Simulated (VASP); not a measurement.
# Cd (Im-3m) in VASP: a series of runs, part 2 of 2

VASP 6.6.1. Earlier steps stand in the parts before.

## Step 3: Single point, r2SCAN (volume scaled by 1.04)

The input, POSCAR:

```
Cd
1.0
   -1.7916001074      1.7916001074      1.7916001074
    1.7916001074     -1.7916001074      1.7916001074
    1.7916001074      1.7916001074     -1.7916001074
Cd
1
Direct
    0.0000000000      0.0000000000      0.0000000000
```

The input, INCAR.step1:

```
ALGO     = Normal         # electronic algorithm
EDIFF    = 1E-4           # SCF threshold, eV
ENCUT    = 520            # plane-wave cutoff, eV
GGA      = PE             # functional
ISMEAR   = -1             # smearing method
LASPH    = True           # aspherical terms in the spheres
LCHARG   = False          # write CHGCAR
LREAL    = False          # projectors in reciprocal space
LWAVE    = True           # write WAVECAR
NBANDS   = 12             # bands
NELM     = 80             # most SCF steps
PREC     = Accurate       # precision mode
SIGMA    = 0.1            # smearing width, eV
```

The input, INCAR.step2:

```
ALGO     = Normal         # electronic algorithm
EDIFF    = 1E-6           # SCF threshold, eV
ENCUT    = 520            # plane-wave cutoff, eV
ISIF     = 2              # what is computed and relaxed
ISMEAR   = -1             # smearing method
ISTART   = 1            
LASPH    = True           # aspherical terms in the spheres
LCHARG   = False          # write CHGCAR
LMIXTAU  = True         
LREAL    = False          # projectors in reciprocal space
LWAVE    = False          # write WAVECAR
METAGGA  = R2SCAN         # meta-GGA
NBANDS   = 12             # bands
NELM     = 80             # most SCF steps
PREC     = Accurate       # precision mode
SIGMA    = 0.1            # smearing width, eV
```

The input, KPOINTS:

```
k-points
0
Gamma
  14 14 14
```

Potentials or basis: VASP PAW PBE potentials, release 64 (Cd).

Command:

```
cat potpaw_PBE.64/Cd/POTCAR > POTCAR
cp INCAR.step1 INCAR
mpirun -np 1 vasp_std > vasp.out
cp INCAR.step2 INCAR
mpirun -np 1 vasp_std > vasp.out
```

OUTCAR:

```text
EDIFF = 1E-6
   ENCUT = 520
   ISIF = 2
   ISMEAR = -1
   ISTART = 1
   LASPH = True
   LREAL = False
   METAGGA = R2SCAN
   NELM = 80
   PREC = Accurate

 ion  position               nearest neighbor table
   1  0.000  0.000  0.000-

  LATTYP: Found a body centered cubic cell.
 ALAT       =     3.5832002148

  Lattice vectors:

 A1 = (  -1.7916001074,   1.7916001074,   1.7916001074)
 A2 = (   1.7916001074,  -1.7916001074,   1.7916001074)
 A3 = (   1.7916001074,   1.7916001074,  -1.7916001074)

Analysis of symmetry for initial positions (statically):
=====================================================================
 Subroutine PRICEL returns:
 Original cell was already a primitive cell.

 Routine SETGRP: Setting up the symmetry group for a
 body centered cubic supercell.

 Subroutine GETGRP returns: Found 48 space group operations
 (whereof 48 operations were pure point group operations)
 out of a pool of 48 trial point group operations.

The static configuration has the point symmetry O_h .

Analysis of symmetry for dynamics (positions and initial velocities):
=====================================================================
 Subroutine PRICEL returns:
 Original cell was already a primitive cell.

 Routine SETGRP: Setting up the symmetry group for a
 body centered cubic supercell.

 Subroutine GETGRP returns: Found 48 space group operations
 (whereof 48 operations were pure point group operations)
 out of a pool of 48 trial point group operations.

The dynamic configuration has the point symmetry O_h .

 Subroutine INISYM returns: Found 48 space group operations
 (whereof 48 operations are pure point group operations),
 and found     1 'primitive' translations

----------------------------------------------------------------------------------------

                                     Primitive cell

  volume of cell :      23.0029
[... 106 lines left out ...]
     AMIX     =   0.40;   BMIX     =  1.00
     AMIX_MAG =   1.60;   BMIX_MAG =  1.00
  volume/ion in A,a.u.               =      23.00       155.23
  Fermi-wavevector in a.u.,A,eV,Ry     =   1.317875  2.490422 23.630519  1.736794
  Thomas-Fermi vector in A             =   2.447885
   LORBIT       =      0    0 simple, 1 ext, 2 COOP (PROOUT), +10 PAW based schemes
   METAGGA = R2SCAN    functional components
   LHFCALC =     F    Hartree Fock is set to
   AEXX    =    0.0000 exact exchange contribution
   IVDW    =     0    specifies the selected vdW correction
   LEPSILON=     F    determine dielectric tensor
   LRPA    =     F    only Hartree local field effects (RPA)
 non-spin polarized calculation
  energy-cutoff  :      520.00
  volume of cell :       23.00
 maximum number of plane-waves:       632
   NGX = 11   NGY = 11   NGZ = 11

 number of electron      12.0000008 magnetization

 Free energy of the ion-electron system (eV)
  ---------------------------------------------------
  ext. energy  EPLUGINS =         0.00000000
  ---------------------------------------------------
  free energy    TOTEN  =       -20.01388712 eV

  energy without entropy =      -20.00033619  energy(sigma->0) =      -20.00711165

 E-fermi :   2.5168     XC(G=0): -11.4678

 val. band max:        2.4943198252   @ k =  -0.4286   0.5000   0.0714
 cond. band min:       2.5770028080   @ k =  -0.4286  -0.4286   0.1429
 fundamental gap:      0.0826829829
 Fermi energy:         2.5167862358

 k-point     1 :       0.0000    0.0000    0.0000
  band No.  band energies     occupation
      1      -7.0965      2.00000
      2      -7.0965      2.00000
      3      -7.0965      2.00000
      4      -6.4966      2.00000
      5      -6.4966      2.00000
      6      -6.3083      2.00000
      7      18.4864      0.00000
      8      18.4864      0.00000
      9      18.4864      0.00000
     10      18.9948      0.00000
     11      18.9948      0.00000
     12      18.9948      0.00000
[... 331 lines left out ...]
 k-point    24 :       0.3571    0.2857    0.0000
  band No.  band energies     occupation
      1      -7.3617      2.00000
      2      -6.9954      2.00000
      3      -6.8084      2.00000
      4      -6.4818      2.00000
      5      -6.3985      2.00000
      6       2.6802      0.32640
      7       2.7344      0.20381
      8       4.6945      0.00000
      9      11.9875      0.00000
     10      19.4363      0.00000
     11      20.6297      0.00000
     12      22.4343      0.00000

 [... further k-points ...]
[... 5 lines left out ...]
  --------------------------------------------------------------------------------------
  -------------------------------------------------------------------------------------
  Total       -0.2122058     -0.2122058     -0.2122058     -0.0000000      0.0000000     -0.0000000
  in kB      -14.7803431    -14.7803431    -14.7803431     -0.0000000      0.0000000     -0.0000000
  external PRESSURE =     -14.7803431 kB  Pullay stress =       0.0000000 kB

 VOLUME and BASIS-vectors are now :
 -----------------------------------------------------------------------------
  energy-cutoff  :      520.00
  volume of cell :       23.00
      direct lattice vectors                 reciprocal lattice vectors
    -1.791600107  1.791600107  1.791600107     0.000000000  0.279080135  0.279080135
     1.791600107 -1.791600107  1.791600107     0.279080135  0.000000000  0.279080135
     1.791600107  1.791600107 -1.791600107     0.279080135  0.279080135  0.000000000

 POSITION                                       TOTAL-FORCE (eV/Angst)
 -----------------------------------------------------------------------------------
      0.00000      0.00000      0.00000         0.000000      0.000000     -0.000000
 -----------------------------------------------------------------------------------
    total drift:                                0.000000      0.000000     -0.000000

  FREE ENERGIE OF THE ION-ELECTRON SYSTEM (eV)
  ---------------------------------------------------
  free  energy   TOTEN  =       -20.0138871184 eV

  energy  without entropy=      -20.0003361852  energy(sigma->0) =      -20.00711165
```

OUTCAR.step1:

```text
EDIFF = 1E-4
   ENCUT = 520
   GGA = PE
   ISMEAR = -1
   LASPH = True
[... 574 lines left out ...]

 POSITION                                       TOTAL-FORCE (eV/Angst)
 -----------------------------------------------------------------------------------
      0.00000      0.00000      0.00000        -0.000000      0.000000      0.000000
 -----------------------------------------------------------------------------------
    total drift:                                0.000000      0.000000     -0.000000

  FREE ENERGIE OF THE ION-ELECTRON SYSTEM (eV)
  ---------------------------------------------------
  free  energy   TOTEN  =        -0.6936836555 eV

  energy  without entropy=       -0.6795071852  energy(sigma->0) =       -0.68659542
```

OSZICAR.step1:

```text
N       E                     dE             d eps       ncg     rms          rms(c)
DAV:   1     0.697782433836E+02    0.69778E+02   -0.68521E+03  2640   0.983E+02
DAV:   2     0.570875382682E+00   -0.69207E+02   -0.65487E+02  2744   0.234E+02
DAV:   3    -0.730789942124E+00   -0.13017E+01   -0.13009E+01  2912   0.360E+01
DAV:   4    -0.732421575566E+00   -0.16316E-02   -0.16316E-02  2812   0.126E+00
DAV:   5    -0.732425300552E+00   -0.37250E-05   -0.37250E-05  2160   0.618E-02    0.277E+00
DAV:   6    -0.695057411893E+00    0.37368E-01   -0.10250E-01  2848   0.398E+00    0.226E+00
DAV:   7    -0.693421626312E+00    0.16358E-02   -0.97119E-03  2748   0.101E+00    0.112E+00
DAV:   8    -0.693650547325E+00   -0.22892E-03   -0.13133E-03  2600   0.491E-01    0.581E-02
DAV:   9    -0.693683655466E+00   -0.33108E-04   -0.13544E-05  1368   0.369E-02
   1 F= -.69368366E+00 E0= -.68659542E+00  d E =-.141765E-01
```

It took 29 s on 1 thread of Intel Xeon 6975P-C (Granite Rapids), shared host; peak memory 0.16 GiB.

What came out:

* Free energy: -20.0139 eV
* Pressure: -1.5 GPa
* Band gap on the k mesh: zero (band 6 reaches 6.09 eV, above the bottom of band 7 at 1.53 eV)

Caveat: the PAW data sets were made with another functional, which shifts forces and pressure a little.

## Step 4: Single point, r2SCAN (volume scaled by 1.08)

The input, POSCAR:

```
Cd
1.0
   -1.8142809976      1.8142809976      1.8142809976
    1.8142809976     -1.8142809976      1.8142809976
    1.8142809976      1.8142809976     -1.8142809976
Cd
1
Direct
    0.0000000000      0.0000000000      0.0000000000
```

The input, INCAR.step1:

```
SYSTEM = Cd
PREC = Accurate
ENCUT = 520
ISMEAR = -1
SIGMA = 0.1
LREAL = .FALSE.
LASPH = .TRUE.
NELM = 100
NBANDS = 12
GGA = PE
ALGO = Normal
EDIFF = 1E-4
LWAVE = .TRUE.
LCHARG = .FALSE.
```

The input, INCAR.step2:

```
SYSTEM = Cd
PREC = Accurate
ENCUT = 520
EDIFF = 1E-6
ISMEAR = -1
SIGMA = 0.1
LREAL = .FALSE.
LASPH = .TRUE.
NELM = 100
ALGO = Normal
ISIF = 2
LWAVE = .FALSE.
LCHARG = .TRUE.
METAGGA = R2SCAN
LMIXTAU = .TRUE.
LELF = .TRUE.
LVHAR = .TRUE.
NBANDS = 12
ISTART = 1
```

The input, KPOINTS:

```
regular mesh
0
G
  14 14 14
  0 0 0
```

Command:

```
cat potpaw_PBE.64/Cd/POTCAR > POTCAR
cp INCAR.step1 INCAR
mpirun -np 1 vasp_std > vasp.out
cp INCAR.step2 INCAR
mpirun -np 1 vasp_std > vasp.out
```

Run time: 33 s. Hardware: 1 thread of Intel Xeon 6975P-C (Granite Rapids), shared host; peak memory 0.16 GiB.

Results (log left out):

```
Free energy            : -20.0021 eV
Pressure               : -2.7 GPa
Band gap on the k mesh : zero (band 6 reaches 5.79 eV, above the bottom of band 7 at 1.21 eV)
```

Levels at points of the mesh, in eV from the Fermi level:
```tsv
k point	band 3	band 4	band 5	band 6	band 7	band 8	band 9	band 10
(0.00, 0.00, 0.00)	-9.50	-8.94	-8.94	-8.52	15.80	15.80	15.80	15.94
(0.50, 0.00, 0.00)	-8.97	-8.92	-8.57	-1.89	-1.03	9.33	10.19	13.46
(0.50, 0.50, 0.50)	-8.66	-8.66	-8.66	3.54	3.54	3.54	5.43	7.92
```

Caveat: the PAW data sets were made with another functional, which shifts forces and pressure a little.

## Step 5: Single point, r2SCAN (volume scaled by 1.12)

The input, POSCAR:

```
Cd
1.0
   -1.8364085564      1.8364085564      1.8364085564
    1.8364085564     -1.8364085564      1.8364085564
    1.8364085564      1.8364085564     -1.8364085564
Cd
1
Direct
    0.0000000000      0.0000000000      0.0000000000
```

The input, INCAR.step1:

```
PREC = Accurate
ENCUT = 520
ISMEAR = -1
SIGMA = 0.1
LREAL = False
LASPH = True
NELM = 100
NBANDS = 12
GGA = PE
ALGO = Normal
EDIFF = 1E-4
LWAVE = True
LCHARG = False
```

The input, INCAR.step2:

```
PREC = Accurate
ENCUT = 520
EDIFF = 1E-7
ISMEAR = -1
SIGMA = 0.1
LREAL = False
LASPH = True
NELM = 100
ALGO = Normal
ISIF = 2
LWAVE = False
LCHARG = False
METAGGA = R2SCAN
LMIXTAU = True
NBANDS = 12
ISTART = 1
```

The input, KPOINTS:

```
regular mesh
0
Gamma
  14 14 14
```

Command:

```
cat potpaw_PBE.64/Cd/POTCAR > POTCAR
cp INCAR.step1 INCAR
mpirun -np 1 vasp_std > vasp.out
cp INCAR.step2 INCAR
mpirun -np 1 vasp_std > vasp.out
```

Run time: 42 s. Hardware: 1 thread of Intel Xeon 6975P-C (Granite Rapids), shared host; peak memory 0.16 GiB.

It converged, with:

| Property | Result |
| --- | --- |
| Free energy | -19.9843 eV |
| Pressure | -3.6 GPa |
| Band gap on the k mesh | zero (band 6 reaches 5.51 eV, above the bottom of band 7 at 0.91 eV) |

Levels at points of the mesh, in eV from the Fermi level:
```
           k point  band 3  band 4  band 5  band 6  band 7  band 8  band 9  band 10
(0.00, 0.00, 0.00)   -9.39   -8.88   -8.88   -8.24   15.44   15.44   15.44    15.64
(0.50, 0.00, 0.00)   -8.91   -8.86   -8.54   -1.74   -1.08    9.09   10.04    13.19
(0.50, 0.50, 0.50)   -8.62   -8.62   -8.62    3.51    3.51    3.51    5.10     7.80
```

Caveat: the PAW data sets were made with another functional, which shifts forces and pressure a little.

## Step 6: Single point, r2SCAN

The input, POSCAR:

```
Cd
1.0
   -1.7683299397      1.7683299397      1.7683299397
    1.7683299397     -1.7683299397      1.7683299397
    1.7683299397      1.7683299397     -1.7683299397
Cd
1
Direct
    0.0000000000      0.0000000000      0.0000000000
```

The input, INCAR.step1:

```
SYSTEM = Cd
  PREC = Accurate
  ENCUT = 520
  ISMEAR = -1
  SIGMA = 0.1
  LREAL = .FALSE.
  LASPH = .TRUE.
  NELM = 60
  NBANDS = 12
  GGA = PE
  ALGO = Normal
  EDIFF = 1E-4
  LWAVE = .TRUE.
  LCHARG = .FALSE.
```

The input, INCAR.step2:

```
SYSTEM = Cd
  PREC = Accurate
  ENCUT = 520
  EDIFF = 1E-6
  ISMEAR = -1
  SIGMA = 0.1
  LREAL = .FALSE.
  LASPH = .TRUE.
  NELM = 60
  ALGO = Normal
  ISIF = 2
  LWAVE = .FALSE.
  LCHARG = .TRUE.
  METAGGA = R2SCAN
  LMIXTAU = .TRUE.
  LELF = .TRUE.
  LVHAR = .TRUE.
  NBANDS = 12
  ISTART = 1
```

The input, KPOINTS:

```
Automatic mesh
0
G
  20 20 20
  0 0 0
```

Potentials or basis: VASP PAW PBE potentials, release 64 (Cd).

Command:

```
cat potpaw_PBE.64/Cd/POTCAR > POTCAR
cp INCAR.step1 INCAR
mpirun -np 1 vasp_std > vasp.out
cp INCAR.step2 INCAR
mpirun -np 1 vasp_std > vasp.out
```

Run time: 52 s. Hardware: 1 thread of Intel Xeon 6975P-C (Granite Rapids), shared host; peak memory 0.19 GiB.

Results (log left out):

```
Free energy            : -20.0200 eV
Pressure               : 0.2 GPa
Band gap on the k mesh : zero (band 6 reaches 6.41 eV, above the bottom of band 7 at 1.88 eV)
```

Levels at points of the mesh, in eV from the Fermi level:
```tsv
k point	band 3	band 4	band 5	band 6	band 7	band 8	band 9	band 10
(0.00, 0.00, 0.00)	-9.77	-9.18	-9.12	-9.12	16.11	16.11	16.11	17.02
(0.50, 0.00, 0.00)	-9.15	-9.10	-8.68	-2.27	-0.97	9.80	10.45	14.02
(0.50, 0.50, 0.50)	-8.79	-8.79	-8.79	3.57	3.57	3.57	6.13	8.16
```

Caveat: the PAW data sets were made with another functional, which shifts forces and pressure a little.

## Step 7: The runs side by side

```csv
cell,k mesh,gap on the mesh (eV),pressure (GPa)
"a = 3.063 Å, angles 109.5°, 1 atom",14 × 14 × 14,none,0.2
"a = 3.103 Å, angles 109.5°, 1 atom",14 × 14 × 14,none,-1.5
"a = 3.142 Å, angles 109.5°, 1 atom",14 × 14 × 14,none,-2.7
"a = 3.181 Å, angles 109.5°, 1 atom",14 × 14 × 14,none,-3.6
"a = 3.063 Å, angles 109.5°, 1 atom",20 × 20 × 20,none,0.2
```

Alike in all rows: task single point; level r2SCAN; potentials or basis VASP PAW PBE potentials, release 64 (Cd); no spin polarisation; cutoff (eV) 520; smearing fermi-dirac 0.1 eV.

Caveats: the PAW data sets were made with another functional, which shifts forces and pressure a little.

Total energies depend on the potentials used, so only differences within one code and one set of settings carry meaning.
